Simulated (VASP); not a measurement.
**Cd: single point with PBE**

The system is Cd.

```
CELL_PARAMETERS angstrom
1.57901 0.90449 2.38531
-1.65999 0.89892 2.44059
-0.04532 -1.89348 2.44709
ATOMIC_POSITIONS crystal
Cd 0.99971 0.99976 0.01173
```

| Quantity | Value |
| --- | --- |
| Program | VASP 6.6.1 |
| Task | single point |
| Functional | PBE |
| Potentials or basis | VASP PAW PBE potentials, release 64 (Cd) |
| Cutoff | 520 eV |
| k mesh | 14 × 14 × 14 |
| Occupations | gaussian, width 0.1 eV |
| Spin | no spin polarisation |
| Dipole correction | no |
| Further INCAR settings | ALGO = Fast; EDIFF = 1e-07; NBANDS = 12 |

```
Pressure               : 2.4 GPa
Band gap on the k mesh : zero (bands 6 and 7 overlap by 3.38 eV)
```

Stress tensor (GPa, compression positive):
```
 2.08 -0.28  0.63
-0.28  2.37  0.47
 0.63  0.47  2.86
```

Levels at points of the mesh, in eV from the Fermi level:
```csv
k point,band 4,band 5,band 6,band 7,band 8,band 9
"(0.00, 0.00, 0.00)",-8.69,-8.68,-8.59,13.28,13.70,14.45
"(0.50, 0.00, 0.00)",-8.42,-8.22,-2.33,-1.40,12.49,12.65
"(0.00, 0.50, 0.00)",-8.39,-8.25,-2.45,-1.73,11.78,13.28
"(0.50, 0.50, 0.00)",-8.23,-8.12,-0.58,1.71,5.87,7.44
"(0.00, 0.00, 0.50)",-8.39,-8.26,-2.46,-1.75,11.82,13.17
"(0.50, 0.00, 0.50)",-8.24,-8.12,-0.64,1.62,5.91,7.54
"(0.00, 0.50, 0.50)",-8.21,-8.17,-1.03,0.96,5.98,8.43
"(0.50, 0.50, 0.50)",-8.27,-8.18,-1.79,-0.21,10.99,11.55
```

Run time: 80 s on 1 thread of Intel(R) Xeon(R) 6975P-C (Granite Rapids), with other jobs on the host, peak memory 0.43 GiB.
